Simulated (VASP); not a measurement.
Write the native input for VASP 6.6.1 that does the following.

- Task: relaxation of cell and atoms
- Functional: PBE
- Potentials or basis: VASP PAW PBE potentials, release 64 (B, P)
- Cutoff: 600 eV
- k mesh: 6 × 6 × 1
- Occupations: gaussian, width 0.2 eV
- Spin: no spin polarisation
- Dipole correction: no
- Further INCAR settings: ALGO = Normal; EDIFF = 1e-07; IBRION = 2; EDIFFG = -0.08; NSW = 36; ISIF = 3

The structure of B2P5 lies in POSCAR:

```
B2P5
1.0
    3.2500000000      0.0000000000      0.0000000000
   -1.6250000000      2.8145825600      0.0000000000
    0.0000000000      0.0000000000     23.4000000000
B P
4 10
Direct
    0.3333333300      0.6666666700      0.1100000000
    0.0000000000      0.0000000000      0.2220000000
    0.6666666700      0.3333333300      0.8900000000
    0.0000000000      0.0000000000      0.7780000000
    0.0000000000      0.0000000000      0.3820000000
    0.3333333300      0.6666666700      0.4330000000
    0.0000000000      0.0000000000      0.6180000000
    0.6666666700      0.3333333300      0.5670000000
    0.3333333300      0.6666666700      0.0260000000
    0.0000000000      0.0000000000      0.1380000000
    0.6666666700      0.3333333300      0.2500000000
    0.6666666700      0.3333333300      0.9740000000
    0.0000000000      0.0000000000      0.8620000000
    0.3333333300      0.6666666700      0.7500000000
```

One way to write it, as run:

INCAR

```
SYSTEM = B2P5
PREC     = Accurate       ! precision mode
ENCUT    = 600            ! plane-wave cutoff, eV
EDIFF    = 1E-7           ! SCF threshold, eV
ISMEAR   = 0              ! smearing method
SIGMA    = 0.2            ! smearing width, eV
LREAL    = .FALSE.        ! projectors in reciprocal space
LASPH    = .TRUE.         ! aspherical terms in the spheres
NELM     = 60             ! most SCF steps
ALGO     = Normal         ! electronic algorithm
ISIF     = 3              ! what is computed and relaxed
LWAVE    = .FALSE.        ! write WAVECAR
LCHARG   = .FALSE.        ! write CHGCAR
GGA      = PE             ! functional
IBRION   = 2              ! ionic algorithm
NSW      = 36             ! ionic steps
EDIFFG   = -0.08          ! ionic threshold
```

KPOINTS

```
Automatic mesh
0
G
  6 6 1
  0 0 0
```

Potentials or basis: VASP PAW PBE potentials, release 64 (B, P).

Run with:

```console
$ cat potpaw_PBE.64/B/POTCAR potpaw_PBE.64/P/POTCAR > POTCAR
$ mpirun -np 1 vasp_std > vasp.out
```

Results of the run:

The relaxed volume is 14.75 Å³/atom, the relaxed cell is a = 3.273 Å, b = 3.273 Å, c = 22.268 Å, α = 90.00°, β = 90.00°, γ = 120.00° and the space group after relaxing (to 0.1 Å) is P-3m1 (No. 164). The energy gained by relaxing is 25.4 meV/atom. The ionic steps are 18 and the pressure after relaxing is 0.0 GPa. The largest force after relaxing is 0.049 eV/Å. The band gap on the k mesh is zero (bands 31 and 32 overlap by 2.01 eV).

Caveat: the k points lie up to 0.37 Å⁻¹ apart in the final cell, too coarse for converged energies and pressures of a metal; this functional lacks dispersion, which binds the layers, so the pressure and a relaxed spacing across them are unreliable; the relaxation stopped at a loose force limit of 0.08 eV/Å, so its end isn't a converged minimum.

Run time: 38 min on 1 thread of Intel Xeon 8259CL, with other jobs on the host, peak memory 0.42 GiB.
